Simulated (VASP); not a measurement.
## MgO (Periclase): single point with LDA

Crystal: MgO (Periclase).

```
Mg O
1.0
     0.00000    2.10850    2.10850
     2.10850    0.00000    2.10850
     2.10850    2.10850    0.00000
Mg O
1 1
Direct
  0.00000 0.00000 0.00000
  0.50000 0.50000 0.50000
```

```yaml
Program: VASP 6.6.1
Task: single point
Functional: LDA
Potentials_or_basis: VASP PAW LDA potentials, release 64 (Mg, O)
Cutoff: 600 eV
k_mesh: 8 × 8 × 8
Occupations: fermi-dirac, width 0.02 eV
Spin: no spin polarisation
```

| Item | Value |
| --- | --- |
| Pressure | -8.5 GPa |
| Band gap on the k mesh | 4.62 eV, direct |

Levels at points of the mesh, in eV from the valence-band top:
```tsv
k point	band 1	band 2	band 3	band 4	band 5	band 6	band 7	band 8	band 9
(0.00, 0.00, 0.00)	-16.98	0.00	0.00	0.00	4.62	15.51	15.51	15.51	19.52
(0.50, 0.00, 0.00)	-15.64	-4.68	-0.66	-0.66	7.71	12.36	15.96	15.96	20.51
(0.50, 0.50, 0.00)	-15.37	-4.14	-1.37	-1.37	8.89	9.67	12.86	18.58	18.58
```

It took 6.4 s on 1 thread of Intel Xeon 8259CL, with other jobs on the host, peak memory 0.13 GiB.

As with any semilocal functional, this LDA gap is likely too small.
